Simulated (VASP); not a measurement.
## GaGe3: single point with PBE

The system is GaGe3.

```
Ge Ga
1.0
     0.00000    3.38717    3.38717
     3.38717    0.00000    3.38717
     3.38717    3.38717    0.00000
Ge Ga
3 1
Cartesian
  3.3872 3.3872 3.3872
  5.0808 5.0808 5.0808
  1.6936 1.6936 1.6936
  0.0000 0.0000 0.0000
```

| Item | Value |
| --- | --- |
| Program | VASP 6.6.1 |
| Task | single point |
| Functional | PBE |
| Potentials or basis | VASP PAW PBE potentials, release 64 (Ge_d, Ga_d) |
| Cutoff | 520 eV |
| k mesh | 4 × 4 × 4 |
| Occupations | fermi-dirac, width 0.05 eV |
| Spin | no spin polarisation |

```json
{
  "Pressure": "0.4 GPa",
  "Band gap on the k mesh": "zero (an odd number of electrons rules out a gap without spin polarisation)"
}
```

Levels at points of the mesh, in eV from the Fermi level:
```tsv
k point	band 25	band 26	band 27	band 28	band 29	band 30	band 31	band 32
(0.00, 0.00, 0.00)	-1.71	-1.71	-1.44	-1.44	-1.44	-1.36	0.11	0.11
(0.50, 0.00, 0.00)	-2.72	-2.72	-2.17	-2.17	1.61	1.61	3.83	3.83
(0.50, 0.50, 0.00)	-4.95	-4.95	2.71	2.84	2.84	3.21	3.53	3.53
```

It took 20 s on 1 thread of Intel(R) Xeon(R) Platinum 8375C CPU @ 2.90GHz (Ice Lake), on a shared host, peak memory 0.2 GiB.

Caveat: the k points lie up to 0.40 Å⁻¹ apart, too coarse for converged energies and pressures of a metal.
